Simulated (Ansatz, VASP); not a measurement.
# Al2GaP3: VASP beside Ansatz

```
Al Ga P
1.0
     3.97119    0.00000    0.00000
    -1.98559    3.43915    0.00000
     0.00000    0.00000    9.72473
Al Ga P
2 1 3
Cartesian
  0.0000 0.0000 -0.0015
  1.9856 1.1464 6.4814
  0.0000 2.2928 3.2428
  1.9856 1.1464 8.9156
  0.0000 2.2928 5.6784
  0.0000 0.0000 2.4263
```

Alike in both runs: task single point; functional PBE; k mesh 6 × 6 × 2; no spin polarisation.

|  | VASP | Ansatz |
| --- | --- | --- |
| version | VASP 6.6.1 | Ansatz 0.2.0 |
| potentials or method | VASP PAW PBE potentials, release 64 (Al, Ga_d, P) | plane waves, PAW |
| plane-wave cutoff (eV) | 520 | 420 |
| occupations | gaussian, width 0.01 eV | fixed |
| valence electrons in the cell | 34 | 34 |

|  | VASP | Ansatz | Ansatz less VASP |
| --- | --- | --- | --- |
| gap on the k mesh at the Fermi level (eV) | 1.65 | 1.66 | +0.004 |
| pressure (GPa) | -4.2 | -4.1 | +0.05 |
| traceless stress, the component that is largest in VASP (GPa) | -0.07 | -0.07 | -0.002 |
| rms of the force components (eV/Å) | 0.011 | 0.009 | -0.0019 |

Atom by atom the forces differ by 0.002 eV/Å (rms over components).
